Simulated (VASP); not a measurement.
Wanted: the native input for a VASP 6.6.1 run.

```
Task                   : single point
Functional             : PBE
Potentials or basis    : VASP PAW PBE potentials, release 64 (Au)
Cutoff                 : 520 eV
k mesh                 : 11 × 11 × 11
Occupations            : gaussian, width 0.019 eV
Spin                   : no spin polarisation
Dipole correction      : no
Further INCAR settings : ALGO = Fast; EDIFF = 1e-07; NBANDS = 12
```

The structure of Au lies in POSCAR:

```
Au
1.0
   -1.6572690000      1.6572690000      1.6572690000
    1.6572690000     -1.6572690000      1.6572690000
    1.6572690000      1.6572690000     -1.6572690000
Au
1
Direct
    0.0000000000      0.0000000000      0.0000000000
```

The input as run:

INCAR

```
PREC = Accurate ; ENCUT = 520
EDIFF = 1E-7 ; ISMEAR = 0
SIGMA = 0.019000000000000003 ; LREAL = False
LASPH = True ; NELM = 100
ALGO = Fast ; ISIF = 2
LWAVE = False ; LCHARG = False
GGA = PE ; NBANDS = 12
```

KPOINTS

```
Automatic mesh
0
Gamma
  11 11 11
```

Potentials or basis: VASP PAW PBE potentials, release 64 (Au).

The run is started by

```console
$ cat potpaw_PBE.64/Au/POTCAR > POTCAR
$ mpirun -np 1 vasp_std > vasp.out
```

It gave:

| Item | Value |
| --- | --- |
| Pressure | -1.1 GPa |

Run time: 19 s on 1 thread of Intel Xeon 8259CL, on a shared host, peak memory 0.14 GiB.
